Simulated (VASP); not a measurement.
Wanted: the native input for a VASP 6.6.1 run.

```
Task                   : single point
Functional             : PBE
Potentials or basis    : VASP PAW PBE potentials, release 64 (Al)
Cutoff                 : 520 eV
k mesh                 : 8 × 8 × 8
Occupations            : gaussian, width 0.1 eV
Spin                   : no spin polarisation
Dipole correction      : no
Further INCAR settings : ALGO = Fast; EDIFF = 1e-07; NBANDS = 8
```

The structure of Al lies in POSCAR:

```
Al
1.0
   -1.5022333619      1.5022333619      2.4206947418
    1.5022333619     -1.5022333619      2.4206947418
    1.5022333619      1.5022333619     -2.4206947418
Al
1
Direct
    0.0000000000      0.0000000000      0.0000000000
```

This cell differs from its parent crystal: In replaced by Al, lengths x 0.911, strained.

One way to write it, as run:

INCAR

```
PREC = Accurate
ENCUT = 520
EDIFF = 1E-7
ISMEAR = 0
SIGMA = 0.1
LREAL = False
LASPH = True
NELM = 100
ALGO = Fast
ISIF = 2
LWAVE = False
LCHARG = False
GGA = PE
NBANDS = 8
```

KPOINTS

```
Automatic mesh
0
Gamma
  8 8 8
```

Potentials or basis: VASP PAW PBE potentials, release 64 (Al).

Command:

```sh
$ cat potpaw_PBE.64/Al/POTCAR > POTCAR
$ mpirun -np 1 vasp_std > vasp.out
```

Results of the run:

| Item | Value |
| --- | --- |
| Pressure | -10.3 GPa |

Caveat: the k points lie up to 0.37 Å⁻¹ apart; the cell differs from its parent crystal (In replaced by Al, lengths x 0.911, strained).

It took 4 s on 1 thread of Intel(R) Xeon(R) 6975P-C (Granite Rapids), with other jobs on the host, peak memory 0.13 GiB.
